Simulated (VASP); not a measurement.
The system is InH.

```xyz
4
Lattice="2.8047 0.0000 0.0000 0.0000 3.6377 0.0000 0.0000 0.0000 6.1837" Properties=species:S:1:pos:R:3 pbc="T T T"
In    0.0000    0.0000    4.4603
In    1.4024    1.8188    1.7234
H     0.0000    1.8188    5.8912
H     1.4024    0.0000    0.2925
```

```yaml
Program: VASP 6.6.1
Task: relaxation of cell and atoms
Functional: PBE
Potentials_or_basis: VASP PAW PBE potentials, release 64 (In_d, H)
Cutoff: 600 eV
k_mesh: 6 × 6 × 4
Occupations: gaussian, width 0.1 eV
Spin: no spin polarisation
```

At the start: pressure 0.7 GPa; volume 15.77 Å³/atom.

**Question.** Where does the relaxation end?

**Answer.** Over 43 steps the energy falls by 143.7 meV/atom and the volume is 16.88 Å³/atom (+7.0 %); space group Pmmn (No. 59, to 0.05 Å).

The path:
| step | energy change (eV) | largest force (eV/Å) | pressure (GPa) | volume (Å³) |
| --- | --- | --- | --- | --- |
| 1 | 0.0000 | 0.8648 | 0.69 | 63.09 |
| 3 | -0.4137 | 0.0166 | 1.35 | 63.91 |
| 5 | -0.4547 | 0.2892 | -1.01 | 69.34 |
| 7 | -0.4896 | 0.0531 | -1.04 | 70.65 |
| 9 | -0.4994 | 0.0741 | -0.52 | 69.82 |
| 11 | -0.5027 | 0.1547 | 0.18 | 68.27 |
| 13 | -0.5187 | 0.0709 | 0.35 | 66.57 |
| 15 | -0.5202 | 0.0602 | 0.68 | 65.45 |
| 17 | -0.5242 | 0.0917 | -0.12 | 66.68 |
| 19 | -0.5390 | 0.1668 | -0.34 | 67.69 |
| 21 | -0.5393 | 0.1288 | -0.40 | 67.59 |
| 23 | -0.5422 | 0.1780 | -0.09 | 67.28 |
| 25 | -0.5521 | 0.0719 | -0.02 | 66.62 |
| 27 | -0.5537 | 0.0613 | 0.04 | 66.44 |
| 29 | -0.5556 | 0.0305 | 0.42 | 66.16 |
| 31 | -0.5579 | 0.0337 | 0.19 | 66.54 |
| 33 | -0.5599 | 0.1319 | -0.90 | 69.03 |
| 35 | -0.5617 | 0.0973 | -0.51 | 68.12 |
| 37 | -0.5660 | 0.0606 | -0.57 | 68.65 |
| 39 | -0.5704 | 0.0255 | -0.41 | 68.82 |
| 41 | -0.5721 | 0.0792 | 0.07 | 67.90 |
| 43 | -0.5746 | 0.0200 | 0.00 | 67.53 |

Final structure:
```xyz
4
Lattice="3.6816 0.0000 0.0000 0.0000 3.7699 0.0000 0.0000 0.0000 4.8656" Properties=species:S:1:pos:R:3 pbc="T T T"
In    0.0000    0.0000    3.5537
In    1.8408    1.8849    1.3118
H     0.0000    1.8849    4.7138
H     1.8408    0.0000    0.1517
```

Caveat: the k points lie up to 0.32 Å⁻¹ apart in the final cell.
